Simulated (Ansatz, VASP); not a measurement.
## Sb: VASP beside Ansatz

```
Sb
1.0
     3.08819    0.00000    0.00000
     0.00000    3.08819    0.00000
     0.00000    0.00000    3.08819
Sb
1
Direct
  0.00000 0.00000 0.00000
```

Alike in both runs: functional r2SCAN; k mesh 18 × 18 × 18; occupations gaussian, width 0.1 eV; no spin polarisation.

Ansatz relaxed the structure, and its values are those at the end. VASP's run is a single point on that final structure, the one shown.

|  | VASP | Ansatz |
| --- | --- | --- |
| version | VASP 6.6.1 | Ansatz 0.2.0 |
| potentials or method | VASP PAW PBE potentials, release 64 (Sb), cutoff 520 eV | scalar-relativistic, plane waves, PAW |
| valence electrons in the cell | 5 | 15 |

|  | VASP | Ansatz | Ansatz less VASP |
| --- | --- | --- | --- |
| gap on the k mesh at the Fermi level (eV) | none | none | - |
| pressure (GPa) | 0.0 | 0.0 | +0.02 |

VASP's potentials were made for PBE, not for r2SCAN. A gap of «none» marks a metal or a gap that the smearing closes. VASP's potentials hold 5 valence electrons a cell and Ansatz's 15, so a difference there can come from the potentials and not from the codes.

Neither program's run includes spin-orbit coupling.
